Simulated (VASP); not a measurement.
# Hf (P6_3/mmc) in VASP: further runs

Runs on Hf. Level: LDA. Tasks: single point.

Everything below comes from runs of VASP 6.6.1. Logs are shortened: lines on timing, memory, paths and dates and some standing lists are left out, and cuts for length are marked.

### Step 1. The cell of the first run

The structure is hexagonal, space group P6_3/mmc (No. 194). Conventional cell: a = 3.118 Å, b = 3.118 Å, c = 4.948 Å, α = 90.00°, β = 90.00°, γ = 120.00°. Within 4.0 Å of Hf (site symmetry -6m2) lie 12 Hf at 3.06 to 3.12 Å.

### Step 2. Single point, LDA

INCAR

```
SYSTEM = Hf
ALGO = Normal
EDIFF = 1E-6
ENCUT = 520
ISIF = 2
ISMEAR = 1
LASPH = .TRUE.
LCHARG = .FALSE.
LREAL = .FALSE.
LWAVE = .FALSE.
NBANDS = 17
NELM = 80
PREC = Accurate
SIGMA = 0.01
```

KPOINTS

```
k-points
0
G
  12 12 7
  0 0 0
```

POSCAR

```
Hf
1.0
    3.1183974891      0.0000000000      0.0000000000
   -1.5591987445      2.7006114446      0.0000000000
    0.0000000000      0.0000000000      4.9475473504
Hf
2
Direct
    0.3333333333      0.6666666667      0.2500000000
    0.6666666667      0.3333333333      0.7500000000
```

Potentials or basis: VASP PAW LDA potentials, release 64 (Hf_pv).

Started as:

```bash
cat potpaw_LDA.64/Hf_pv/POTCAR > POTCAR
mpirun -np 1 vasp_std > vasp.out
```

OUTCAR:

```text
SYSTEM = Hf
   EDIFF = 1E-6
   ENCUT = 520
   ISIF = 2
   ISMEAR = 1
   LASPH = .TRUE.
   LREAL = .FALSE.
   NELM = 80
   PREC = Accurate

 ion  position               nearest neighbor table
   1  0.333  0.667  0.250-   2 3.06   2 3.06   2 3.06   2 3.06   2 3.06   2 3.06
   2  0.667  0.333  0.750-   1 3.06   1 3.06   1 3.06   1 3.06   1 3.06   1 3.06

  LATTYP: Found a hexagonal cell.
 ALAT       =     3.1183974891
 C/A-ratio  =     1.5865672570

  Lattice vectors:

 A1 = (   3.1183974891,   0.0000000000,   0.0000000000)
 A2 = (  -1.5591987445,   2.7006114446,   0.0000000000)
 A3 = (   0.0000000000,   0.0000000000,   4.9475473504)

Analysis of symmetry for initial positions (statically):
=====================================================================
 Subroutine PRICEL returns:
 Original cell was already a primitive cell.

 Routine SETGRP: Setting up the symmetry group for a
 hexagonal supercell.

 Subroutine GETGRP returns: Found 24 space group operations
 (whereof 12 operations were pure point group operations)
 out of a pool of 24 trial point group operations.

The static configuration has the point symmetry D_3d.
 The point group associated with its full space group is D_6h.

Analysis of symmetry for dynamics (positions and initial velocities):
=====================================================================
 Subroutine PRICEL returns:
 Original cell was already a primitive cell.

 Routine SETGRP: Setting up the symmetry group for a
 hexagonal supercell.

 Subroutine GETGRP returns: Found 24 space group operations
 (whereof 12 operations were pure point group operations)
 out of a pool of 24 trial point group operations.

The dynamic configuration has the point symmetry D_3d.
 The point group associated with its full space group is D_6h.

 Subroutine INISYM returns: Found 24 space group operations
 (whereof 12 operations are pure point group operations),
 and found     1 'primitive' translations

----------------------------------------------------------------------------------------

                                     Primitive cell

  volume of cell :      41.6662

  direct lattice vectors                    reciprocal lattice vectors
     3.118397489  0.000000000  0.000000000     0.320677529  0.185143257  0.000000000
    -1.559198744  2.700611445  0.000000000     0.000000000  0.370286515  0.000000000
     0.000000000  0.000000000  4.947547350     0.000000000  0.000000000  0.202120350

  length of vectors
[... 82 lines left out ...]
   EDIFF  = 0.1E-05   stopping-criterion for ELM
   LREAL  =      F    real-space projection
   EDIFFG = 0.1E-04   stopping-criterion for IOM
   NSW    =      0    number of steps for IOM
   IBRION =     -1    ionic relax: 0-MD 1-quasi-New 2-CG
   NFREE  =      0    steps in history (QN), initial steepest desc. (CG)
   ISIF   =      2    stress and relaxation
   ISYM   =      2    0-nonsym 1-usesym 2-fastsym
   POTIM  = 0.5000    time-step for ionic-motion
   TEBEG  =    0.0;   TEEND  =   0.0 temperature during run
   PSTRESS=    0.0 pullay stress
   NELECT =      20.0000    total number of electrons
   NUPDOWN=      -1.0000    fix difference up-down
   EMIN   =  10.00;   EMAX   =-10.00  energy-range for DOS
   EFERMI =   0.00;   METHOD = LEGACY
   ISMEAR =     1;   SIGMA  =   0.01  broadening in eV -4-tet -1-fermi 0-gaus
   EFERMI_NEDOS =   21; number of points for ismear=-14 and -15
   IALGO  =     38    algorithm
   IMIX   =      4    mixing-type and parameters
     AMIX     =   0.40;   BMIX     =  1.00
     AMIX_MAG =   1.60;   BMIX_MAG =  1.00
  volume/ion in A,a.u.               =      20.83       140.59
  Fermi-wavevector in a.u.,A,eV,Ry     =   1.281810  2.422270 22.354873  1.643037
  Thomas-Fermi vector in A             =   2.414158
   LORBIT       =      0    0 simple, 1 ext, 2 COOP (PROOUT), +10 PAW based schemes
   GGA     = CA    functional components
   LHFCALC =     F    Hartree Fock is set to
   AEXX    =    0.0000 exact exchange contribution
   IVDW    =     0    specifies the selected vdW correction
   LEPSILON=     F    determine dielectric tensor
   LRPA    =     F    only Hartree local field effects (RPA)
 non-spin polarized calculation
 Methfessel and Paxton  Order N= 1 SIGMA  =   0.01
  energy-cutoff  :      520.00
  volume of cell :       41.67
 maximum number of plane-waves:      1136
 NGX is ok and might be reduce to    24
   NGX = 11   NGY = 11   NGZ = 19

 number of electron      19.9999997 magnetization

 Free energy of the ion-electron system (eV)
  ---------------------------------------------------
  ext. energy  EPLUGINS =         0.00000000
  ---------------------------------------------------
  free energy    TOTEN  =       -21.38605355 eV

  energy without entropy =      -21.38595350  energy(sigma->0) =      -21.38602020

 E-fermi :   5.3310     XC(G=0): -11.7995

 val. band max:        5.3041316746   @ k =   0.0000   0.0000   0.4286
 cond. band min:       5.3318964262   @ k =   0.4167   0.1667   0.2857
 fundamental gap:      0.0277647516
 Fermi energy:         5.3310253017

 k-point     1 :       0.0000    0.0000    0.0000
  band No.  band energies     occupation
      1     -25.6032      2.00000
      2     -24.6519      2.00000
      3     -24.6519      2.00000
      4     -24.4912      2.00000
      5     -24.4912      2.00000
      6     -24.4893      2.00000
[... 457 lines left out ...]
      4     -24.8142      2.00000
      5     -24.6498      2.00000
      6     -24.5890      2.00000
[... 9 lines left out ...]
     16      10.0659      0.00000
     17      11.8899      0.00000

 [... further k-points ...]

------------------------ aborting loop because EDIFF is reached ----------------------------------------

  FORCE on cell =-STRESS in cart. coord.  units (eV):
  Direction    XX          YY          ZZ          XY          YZ          ZX
  --------------------------------------------------------------------------------------
  -------------------------------------------------------------------------------------
  Total        0.0642463      0.0642463      0.0238994      0.0000000      0.0000000      0.0000000
  in kB        2.4704460      2.4704460      0.9189960      0.0000000      0.0000000      0.0000000
  external PRESSURE =       1.9532960 kB  Pullay stress =       0.0000000 kB

 VOLUME and BASIS-vectors are now :
 -----------------------------------------------------------------------------
  energy-cutoff  :      520.00
  volume of cell :       41.67
      direct lattice vectors                 reciprocal lattice vectors
     3.118397489  0.000000000  0.000000000     0.320677529  0.185143257  0.000000000
    -1.559198744  2.700611445  0.000000000     0.000000000  0.370286515  0.000000000
     0.000000000  0.000000000  4.947547350     0.000000000  0.000000000  0.202120350

 POSITION                                       TOTAL-FORCE (eV/Angst)
 -----------------------------------------------------------------------------------
     -0.00000      1.80041      1.23689        -0.000000     -0.000000      0.000000
      1.55920      0.90020      3.71066         0.000000      0.000000      0.000000
 -----------------------------------------------------------------------------------
    total drift:                               -0.000000      0.000000     -0.000000

  FREE ENERGIE OF THE ION-ELECTRON SYSTEM (eV)
  ---------------------------------------------------
  free  energy   TOTEN  =       -21.3860535455 eV

  energy  without entropy=      -21.3859535034  energy(sigma->0) =      -21.38602020
```

OSZICAR:

```text
N       E                     dE             d eps       ncg     rms          rms(c)
DAV:   1     0.506558614132E+02    0.50656E+02   -0.11388E+04  2592   0.113E+03
DAV:   2    -0.203174156187E+02   -0.70973E+02   -0.69222E+02  3396   0.253E+02
DAV:   3    -0.220784762800E+02   -0.17611E+01   -0.17502E+01  3225   0.267E+01
DAV:   4    -0.220914931635E+02   -0.13017E-01   -0.13010E-01  3368   0.269E+00
DAV:   5    -0.220916106954E+02   -0.11753E-03   -0.11752E-03  3231   0.226E-01    0.686E+01
DAV:   6    -0.215780727503E+02    0.51354E+00   -0.43459E-01  3064   0.416E+00    0.402E+01
DAV:   7    -0.213941384774E+02    0.18393E+00   -0.68334E-01  3112   0.502E+00    0.190E+00
DAV:   8    -0.213859914045E+02    0.81471E-02   -0.36825E-02  3025   0.129E+00    0.503E-01
DAV:   9    -0.213860679327E+02   -0.76528E-04   -0.11928E-03  3432   0.238E-01    0.208E-01
DAV:  10    -0.213860557847E+02    0.12148E-04   -0.61651E-05  3061   0.536E-02    0.181E-01
DAV:  11    -0.213860537580E+02    0.20267E-05   -0.38399E-06  3379   0.117E-02    0.699E-03
DAV:  12    -0.213860535455E+02    0.21250E-06   -0.55346E-07  1660   0.506E-03
   1 F= -.21386054E+02 E0= -.21386020E+02  d E =-.100042E-03
```

stdout:

```text
POSCAR found type information on POSCAR Hf
 POSCAR found :  1 types and       2 ions
 scaLAPACK will be used
 LDA part: xc-table for (Slater(with rela. corr.)+CA(PZ))
 , standard interpolation
 POSCAR, INCAR and KPOINTS ok, starting setup
 FFT: planning ... GRIDC
 FFT: planning ... GRID_SOFT
 FFT: planning ... GRID
 WAVECAR not read
 entering main loop
```

Run time: 18 s. Hardware: 1 thread of Intel Xeon Platinum 8488C (Sapphire Rapids), shared host; peak memory 0.17 GiB.

Results:

```
Free energy            : -21.3861 eV
Pressure               : 0.2 GPa
Band gap on the k mesh : zero (bands 10 and 11 overlap by 1.41 eV)
```

Caveat: spin-orbit coupling is left out, which moves the levels of the heavy elements.

### Step 3. Single point, LDA

INCAR

```
SYSTEM = Hf
  ALGO = Normal
  EDIFF = 1E-7
  ENCUT = 520
  GGA = CA
  ISIF = 2
  ISMEAR = 1
  LASPH = .TRUE.
  LCHARG = .FALSE.
  LREAL = .FALSE.
  LWAVE = .FALSE.
  NBANDS = 17
  NELM = 60
  PREC = Accurate
  SIGMA = 0.03
```

KPOINTS is that of step 2.

POSCAR is that of step 2.

Potentials or basis: VASP PAW LDA potentials, release 64 (Hf_pv).

Started as:

```bash
cat potpaw_LDA.64/Hf_pv/POTCAR > POTCAR
mpirun -np 1 vasp_std > vasp.out
```

Wall time 20 s (1 thread of Intel Xeon Platinum 8488C (Sapphire Rapids), shared host); peak memory 0.17 GiB.

It converged, with:

| Property | Result |
| --- | --- |
| Free energy | -21.3862 eV |
| Pressure | 0.2 GPa |
| Band gap on the k mesh | zero (bands 10 and 11 overlap by 1.41 eV) |

Stress tensor (GPa, compression positive):
```
0.25 0.00 0.00
0.00 0.25 0.00
0.00 0.00 0.06
```

Levels at points of the mesh, in eV from the Fermi level:
```csv
k point,band 6,band 7,band 8,band 9,band 10,band 11,band 12,band 13,band 14,band 15
"(0.00, 0.00, 0.00)",-29.82,-7.57,-3.96,1.03,1.10,1.10,1.37,1.99,1.99,2.69
"(0.50, 0.00, 0.00)",-29.94,-3.47,-3.06,-2.49,-0.58,0.69,0.92,1.75,6.28,6.84
```

Caveat: spin-orbit coupling is left out, which moves the levels of the heavy elements.
